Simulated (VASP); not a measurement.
Set up this calculation in VASP 6.6.1, as the native input.

- Task: single point
- Functional: PBEsol
- Potentials or basis: VASP PAW PBE potentials, release 64 (Mg, B)
- Cutoff: 520 eV
- k mesh: 12 × 12 × 9
- Occupations: fermi-dirac, width 0.1 eV
- Spin: no spin polarisation
- Dipole correction: no
- Further INCAR settings: ALGO = Normal; EDIFF = 1e-06; NBANDS = 11

The structure of MgB2 lies in POSCAR:

```
MgB2
1.0
    3.0654633017      0.0000000000      0.0000000000
   -1.5327316508      2.6547690936      0.0000000000
    0.0000000000      0.0000000000      3.4922863547
Mg B
1 2
Direct
    0.0000000000      0.0000000000      0.0000000000
    0.3333333333      0.6666666667      0.5000000000
    0.6666666667      0.3333333333      0.5000000000
```

These files were run (other wordings do the same):

INCAR

```
SYSTEM = MgB2
PREC = Accurate ; ENCUT = 520
EDIFF = 1E-6 ; ISMEAR = -1
SIGMA = 0.1 ; LREAL = .FALSE.
LASPH = .TRUE. ; NELM = 100
ALGO = Normal ; ISIF = 2
LWAVE = .FALSE. ; LCHARG = .FALSE.
GGA = PS ; NBANDS = 11
```

KPOINTS

```
regular mesh
0
G
  12 12 9
  0 0 0
```

Potentials or basis: VASP PAW PBE potentials, release 64 (Mg, B).

Run with:

```console
$ cat potpaw_PBE.64/Mg/POTCAR potpaw_PBE.64/B/POTCAR > POTCAR
$ mpirun -np 1 vasp_std > vasp.out
```

It gave:

```
Pressure               : 0.0 GPa
Band gap on the k mesh : zero (band 4 reaches 7.18 eV, above the bottom of band 5 at 3.38 eV)
```

Caveat: the PAW data sets were made with another functional, which shifts forces and pressure a little.

Wall time 12 s on 1 thread of AMD EPYC 9R45 96-Core Processor (Zen 5), with other jobs on the host, peak memory 0.13 GiB.
